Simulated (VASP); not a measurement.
# Ag (P6_3/mmc) in VASP: a series of runs

The runs below take Ag through single point, with r2SCAN.

All numbers are computed with VASP 6.6.1; they aren't measurements. Logs are shortened: lines on timing, memory, paths and dates and some standing lists are left out, and cuts for length are marked.

## Step 1: The cell of the first run

The structure is hexagonal, space group P6_3/mmc (No. 194). Conventional cell: a = 2.862 Å, b = 2.862 Å, c = 9.609 Å, α = 90.00°, β = 90.00°, γ = 120.00°. Within 3.8 Å of Ag (site symmetry -6m2) lie 12 Ag at 2.86 to 2.92 Å. Ag (site symmetry -3m) has 12 Ag at 2.86 to 2.92 Å within 3.8 Å.

## Step 2: Single point, r2SCAN (strain -0.015 along x and y, +0.015 along z)

POSCAR

```
Ag
1.0
    2.8616308687      0.0000000000      0.0000000000
   -1.4308154344      2.4782450286      0.0000000000
    0.0000000000      0.0000000000      9.6089995195
Ag
4
Direct
    0.3333333333      0.6666666667      0.2500000000
    0.6666666667      0.3333333333      0.7500000000
    0.0000000000      0.0000000000      0.0000000000
    0.0000000000      0.0000000000      0.5000000000
```

INCAR.step1

```
SYSTEM = Ag
PREC = Accurate
ENCUT = 520
ISMEAR = 0
SIGMA = 0.15
LREAL = .FALSE.
LASPH = .TRUE.
NELM = 80
NBANDS = 30
GGA = PE
ALGO = Normal
EDIFF = 1E-4
LWAVE = .TRUE.
LCHARG = .FALSE.
```

INCAR.step2

```
SYSTEM = Ag
PREC = Accurate
ENCUT = 520
EDIFF = 1E-6
ISMEAR = 0
SIGMA = 0.15
LREAL = .FALSE.
LASPH = .TRUE.
NELM = 80
ALGO = Normal
ISIF = 2
LWAVE = .FALSE.
LCHARG = .FALSE.
METAGGA = R2SCAN
LMIXTAU = .TRUE.
NBANDS = 30
ISTART = 1
```

KPOINTS

```
Automatic mesh
0
G
  18 18 6
  0 0 0
```

Potentials or basis: VASP PAW PBE potentials, release 64 (Ag).

Command:

```sh
$ cat potpaw_PBE.64/Ag/POTCAR > POTCAR
$ cp INCAR.step1 INCAR
$ mpirun -np 1 vasp_std > vasp.out
$ cp INCAR.step2 INCAR
$ mpirun -np 1 vasp_std > vasp.out
```

OUTCAR:

```text
SYSTEM = Ag
   PREC = Accurate
   ENCUT = 520
   EDIFF = 1E-6
   ISMEAR = 0
   LREAL = .FALSE.
   LASPH = .TRUE.
   NELM = 80
   ISIF = 2
   METAGGA = R2SCAN
   ISTART = 1

 ion  position               nearest neighbor table
   1  0.333  0.667  0.250-   3 2.92   4 2.92   3 2.92   4 2.92   3 2.92   4 2.92
   2  0.667  0.333  0.750-   3 2.92   4 2.92   3 2.92   4 2.92   3 2.92   4 2.92
   3  0.000  0.000  0.000-   1 2.92   2 2.92   2 2.92   1 2.92   2 2.92   1 2.92
   4  0.000  0.000  0.500-   1 2.92   2 2.92   2 2.92   1 2.92   2 2.92   1 2.92

  LATTYP: Found a hexagonal cell.
 ALAT       =     2.8616308687
 C/A-ratio  =     3.3578752678

  Lattice vectors:

 A1 = (   2.8616308687,   0.0000000000,   0.0000000000)
 A2 = (  -1.4308154344,   2.4782450286,   0.0000000000)
 A3 = (   0.0000000000,   0.0000000000,   9.6089995195)

Analysis of symmetry for initial positions (statically):
=====================================================================
 Subroutine PRICEL returns:
 Original cell was already a primitive cell.

 Routine SETGRP: Setting up the symmetry group for a
 hexagonal supercell.

 Subroutine GETGRP returns: Found 24 space group operations
 (whereof 12 operations were pure point group operations)
 out of a pool of 24 trial point group operations.

The static configuration has the point symmetry D_3d.
 The point group associated with its full space group is D_6h.

Analysis of symmetry for dynamics (positions and initial velocities):
=====================================================================
 Subroutine PRICEL returns:
 Original cell was already a primitive cell.

 Routine SETGRP: Setting up the symmetry group for a
 hexagonal supercell.

 Subroutine GETGRP returns: Found 24 space group operations
 (whereof 12 operations were pure point group operations)
 out of a pool of 24 trial point group operations.

The dynamic configuration has the point symmetry D_3d.
 The point group associated with its full space group is D_6h.

 Subroutine INISYM returns: Found 24 space group operations
 (whereof 12 operations are pure point group operations),
 and found     1 'primitive' translations

----------------------------------------------------------------------------------------

                                     Primitive cell

  volume of cell :      68.1453

[... 85 lines left out ...]
   ICHARG =      0    charge: 1-file 2-atom 10-const
   ISPIN  =      1    spin polarized calculation?
   LNONCOLLINEAR =      F non collinear calculations
   LSORBIT =      F    spin-orbit coupling
   LASPH  =      T    aspherical Exc in radial PAW
   ENCUT  =  520.0 eV  38.22 Ry    6.18 a.u.   5.32  5.32 17.87*2*pi/ulx,y,z
   NELM   =     80;   NELMIN=  2; NELMDL=  0     # of ELM steps
   EDIFF  = 0.1E-05   stopping-criterion for ELM
   LREAL  =      F    real-space projection
   EDIFFG = 0.1E-04   stopping-criterion for IOM
   NSW    =      0    number of steps for IOM
   IBRION =     -1    ionic relax: 0-MD 1-quasi-New 2-CG
   NFREE  =      0    steps in history (QN), initial steepest desc. (CG)
   ISIF   =      2    stress and relaxation
   ISYM   =      2    0-nonsym 1-usesym 2-fastsym
   POTIM  = 0.5000    time-step for ionic-motion
   TEBEG  =    0.0;   TEEND  =   0.0 temperature during run
   PSTRESS=    0.0 pullay stress
   NELECT =      44.0000    total number of electrons
   NUPDOWN=      -1.0000    fix difference up-down
   EMIN   =  10.00;   EMAX   =-10.00  energy-range for DOS
   EFERMI =   0.00;   METHOD = LEGACY
   ISMEAR =     0;   SIGMA  =   0.15  broadening in eV -4-tet -1-fermi 0-gaus
   EFERMI_NEDOS =   21; number of points for ismear=-14 and -15
   IALGO  =     38    algorithm
   IMIX   =      4    mixing-type and parameters
     AMIX     =   0.40;   BMIX     =  1.00
     AMIX_MAG =   1.60;   BMIX_MAG =  1.00
  volume/ion in A,a.u.               =      17.04       114.97
  Fermi-wavevector in a.u.,A,eV,Ry     =   1.414969  2.673904 27.240747  2.002138
  Thomas-Fermi vector in A             =   2.536457
   LORBIT       =      0    0 simple, 1 ext, 2 COOP (PROOUT), +10 PAW based schemes
   METAGGA = R2SCAN    functional components
   LHFCALC =     F    Hartree Fock is set to
   AEXX    =    0.0000 exact exchange contribution
   IVDW    =     0    specifies the selected vdW correction
   LEPSILON=     F    determine dielectric tensor
   LRPA    =     F    only Hartree local field effects (RPA)
 non-spin polarized calculation
 Gauss-broadening in eV      SIGMA  =   0.15
  energy-cutoff  :      520.00
  volume of cell :       68.15
 maximum number of plane-waves:      1872
 NGX is ok and might be reduce to    24
   NGX = 11   NGY = 11   NGZ = 35

 number of electron      43.9999979 magnetization

 Free energy of the ion-electron system (eV)
  ---------------------------------------------------
  ext. energy  EPLUGINS =         0.00000000
  ---------------------------------------------------
  free energy    TOTEN  =       -85.41083082 eV

  energy without entropy =      -85.39792690  energy(sigma->0) =      -85.40437886

 E-fermi :   8.4306     XC(G=0): -12.9721

 val. band max:        8.4259097545   @ k =   0.1111  -0.0000   0.1667
 cond. band min:       8.4363682387   @ k =   0.5000   0.0000   0.1667
 fundamental gap:      0.0104584842
 Fermi energy:         8.4306138131

 k-point     1 :       0.0000    0.0000    0.0000
  band No.  band energies     occupation
      1       0.4778      2.00000
      2       1.6832      2.00000
      3       1.7418      2.00000
      4       1.7461      2.00000
      5       3.1792      2.00000
      6       3.3028      2.00000
[... 781 lines left out ...]
     29      18.1437      0.00000
     30      18.8006      0.00000

 [... further k-points ...]
[... 5 lines left out ...]
  --------------------------------------------------------------------------------------
  -------------------------------------------------------------------------------------
  Total        1.2482995      1.2482995      0.0172368     -0.0000000     -0.0000000      0.0000000
  in kB       29.3490025     29.3490025      0.4052584     -0.0000000     -0.0000000      0.0000000
  external PRESSURE =      19.7010878 kB  Pullay stress =       0.0000000 kB

 VOLUME and BASIS-vectors are now :
 -----------------------------------------------------------------------------
  energy-cutoff  :      520.00
  volume of cell :       68.15
      direct lattice vectors                 reciprocal lattice vectors
     2.861630869  0.000000000  0.000000000     0.349451081  0.201755676  0.000000000
    -1.430815434  2.478245029  0.000000000     0.000000000  0.403511351  0.000000000
     0.000000000  0.000000000  9.608999519     0.000000000  0.000000000  0.104069107

 POSITION                                       TOTAL-FORCE (eV/Angst)
 -----------------------------------------------------------------------------------
     -0.00000      1.65216      2.40225         0.000000     -0.000000      0.000000
      1.43082      0.82608      7.20675        -0.000000      0.000000     -0.000000
      0.00000      0.00000      0.00000         0.000000      0.000000     -0.000000
      0.00000      0.00000      4.80450         0.000000      0.000000     -0.000000
 -----------------------------------------------------------------------------------
    total drift:                               -0.000000      0.000000      0.000000

  FREE ENERGIE OF THE ION-ELECTRON SYSTEM (eV)
  ---------------------------------------------------
  free  energy   TOTEN  =       -85.4108308196 eV

  energy  without entropy=      -85.3979268962  energy(sigma->0) =      -85.40437886
```

OUTCAR.step1:

```text
SYSTEM = Ag
   PREC = Accurate
   ENCUT = 520
   ISMEAR = 0
   LREAL = .FALSE.
   LASPH = .TRUE.
   NELM = 80
[... 1023 lines left out ...]
      1.43082      0.82608      7.20675         0.000000      0.000000      0.000000
      0.00000      0.00000      0.00000        -0.000000      0.000000     -0.000000
      0.00000      0.00000      4.80450        -0.000000      0.000000     -0.000000
 -----------------------------------------------------------------------------------
    total drift:                               -0.000000      0.000000      0.000000

  FREE ENERGIE OF THE ION-ELECTRON SYSTEM (eV)
  ---------------------------------------------------
  free  energy   TOTEN  =       -10.8118659578 eV

  energy  without entropy=      -10.7981730976  energy(sigma->0) =      -10.80501953
```

Wall time 6.2 min (1 thread of Intel Xeon 6975P-C (Granite Rapids), shared host); peak memory 0.36 GiB.

Results:

| Quantity | Value |
| --- | --- |
| Free energy | -85.4108 eV |
| Pressure | 2.0 GPa |
| Band gap on the k mesh | zero (band 22 reaches 12.24 eV, above the bottom of band 23 at 5.02 eV) |

Stress tensor (GPa, compression positive):
```
2.93 0.00 0.00
0.00 2.93 0.00
0.00 0.00 0.04
```

Caveat: the cell differs from its parent crystal (strain -0.015 along x and y, +0.015 along z); the PAW data sets were made with another functional, which shifts forces and pressure a little.

## Step 3: Single point, r2SCAN (strain -0.015 along x and y, +0.030 along z)

POSCAR: that of step 2 with these lines changed.

```diff
@@ -4,3 +4,3 @@
    -1.4308154344      2.4782450286      0.0000000000
-    0.0000000000      0.0000000000      9.6089995195
+    0.0000000000      0.0000000000      9.7510044385
 Ag
```

INCAR.step1

```
ALGO = Normal
EDIFF = 1E-4
ENCUT = 520
GGA = PE
ISMEAR = 0
LASPH = T
LCHARG = F
LREAL = F
LWAVE = T
NBANDS = 30
NELM = 80
PREC = Accurate
SIGMA = 0.15
```

INCAR.step2

```
ALGO = Normal
EDIFF = 1E-6
ENCUT = 520
ISIF = 2
ISMEAR = 0
ISTART = 1
LASPH = T
LCHARG = T
LELF = T
LMIXTAU = T
LREAL = F
LVHAR = T
LWAVE = F
METAGGA = R2SCAN
NBANDS = 30
NELM = 80
PREC = Accurate
SIGMA = 0.15
```

KPOINTS

```
k-points
0
Gamma
  18 18 6
```

Potentials or basis: VASP PAW PBE potentials, release 64 (Ag).

Command:

```sh
$ cat potpaw_PBE.64/Ag/POTCAR > POTCAR
$ cp INCAR.step1 INCAR
$ mpirun -np 1 vasp_std > vasp.out
$ cp INCAR.step2 INCAR
$ mpirun -np 1 vasp_std > vasp.out
```

It took 7.2 min on 1 thread of Intel Xeon 6975P-C (Granite Rapids), shared host; peak memory 0.36 GiB.

It converged, with:

```yaml
Free_energy: -85.4040 eV
Pressure: 0.5 GPa
Band_gap_on_the_k_mesh: zero (band 22 reaches 12.10 eV, above the bottom of band 23 at 4.82 eV)
```

Stress tensor (GPa, compression positive):
```
 1.92  0.00  0.00
 0.00  1.92  0.00
 0.00  0.00 -2.31
```

Levels at points of the mesh, in eV from the Fermi level:
```csv
k point,band 20,band 21,band 22,band 23,band 24,band 25
"(0.00, 0.00, 0.00)",-3.72,-3.72,-3.35,-3.35,-0.60,3.05
"(0.50, 0.00, 0.00)",-3.06,0.00,0.90,1.18,1.75,4.53
"(0.00, 0.00, 0.50)",-3.49,-3.49,-3.49,-2.68,-2.68,5.93
"(0.50, 0.00, 0.50)",-3.07,0.40,0.40,1.58,1.58,4.90
```

Caveat: the cell differs from its parent crystal (strain -0.015 along x and y, +0.030 along z); the PAW data sets were made with another functional, which shifts forces and pressure a little.

## Step 4: Single point, r2SCAN (strain -0.015 along x and y, +0.000 along z)

POSCAR: that of step 3 with these lines changed.

```diff
@@ -4,3 +4,3 @@
    -1.4308154344      2.4782450286      0.0000000000
-    0.0000000000      0.0000000000      9.7510044385
+    0.0000000000      0.0000000000      9.4669946005
 Ag
```

INCAR.step1

```
SYSTEM = Ag
ALGO = Normal
EDIFF = 1E-4
ENCUT = 520
GGA = PE
ISMEAR = 0
LASPH = .True.
LCHARG = .False.
LREAL = .False.
LWAVE = .True.
NBANDS = 30
NELM = 60
PREC = Accurate
SIGMA = 0.15
```

INCAR.step2

```
SYSTEM = Ag
ALGO = Normal
EDIFF = 1E-6
ENCUT = 520
ISIF = 2
ISMEAR = 0
ISTART = 1
LASPH = .True.
LCHARG = .False.
LMIXTAU = .True.
LREAL = .False.
LWAVE = .False.
METAGGA = R2SCAN
NBANDS = 30
NELM = 60
PREC = Accurate
SIGMA = 0.15
```

KPOINTS

```
k-points
0
Gamma
  18 18 6
  0 0 0
```

Command:

```sh
$ cat potpaw_PBE.64/Ag/POTCAR > POTCAR
$ cp INCAR.step1 INCAR
$ mpirun -np 1 vasp_std > vasp.out
$ cp INCAR.step2 INCAR
$ mpirun -np 1 vasp_std > vasp.out
```

Run time: 13 min. Hardware: 1 thread of AMD EPYC 9R45 (Zen 5), shared host; peak memory 0.32 GiB.

Results (log left out):

```yaml
Free_energy: -85.4020 eV
Pressure: 3.6 GPa
Band_gap_on_the_k_mesh: zero (band 22 reaches 12.39 eV, above the bottom of band 23 at 5.22 eV)
```

Stress tensor (GPa, compression positive):
```
4.11 0.00 0.00
0.00 4.11 0.00
0.00 0.00 2.71
```

Levels at points of the mesh, in eV from the Fermi level:
```tsv
k point	band 20	band 21	band 22	band 23	band 24	band 25
(0.00, 0.00, 0.00)	-3.74	-3.74	-3.34	-3.34	-0.46	3.63
(0.50, 0.00, 0.00)	-3.09	-0.12	0.83	1.13	1.71	4.62
(0.00, 0.00, 0.50)	-3.50	-3.50	-3.50	-2.62	-2.62	6.61
(0.50, 0.00, 0.50)	-3.11	0.31	0.31	1.54	1.54	5.04
```

Caveat: the cell differs from its parent crystal (strain -0.015 along x and y, +0.000 along z); the PAW data sets were made with another functional, which shifts forces and pressure a little.

## Step 5: The runs side by side

```tsv
cell	gap on the mesh (eV)	pressure (GPa)
a = 2.862, b = 2.862, c = 9.609 Å, angles 90.0, 90.0, 120.0°, 4 atoms	none	2.0
a = 2.862, b = 2.862, c = 9.751 Å, angles 90.0, 90.0, 120.0°, 4 atoms	none	0.5
a = 2.862, b = 2.862, c = 9.467 Å, angles 90.0, 90.0, 120.0°, 4 atoms	none	3.6
```

Alike in all rows: task single point; level r2SCAN; potentials or basis VASP PAW PBE potentials, release 64 (Ag); no spin polarisation; k mesh 18 × 18 × 6; cutoff (eV) 520; smearing gaussian 0.15 eV.

Caveats: the PAW data sets were made with another functional, which shifts forces and pressure a little.

Absolute energies hang on the potentials; compare differences alone.
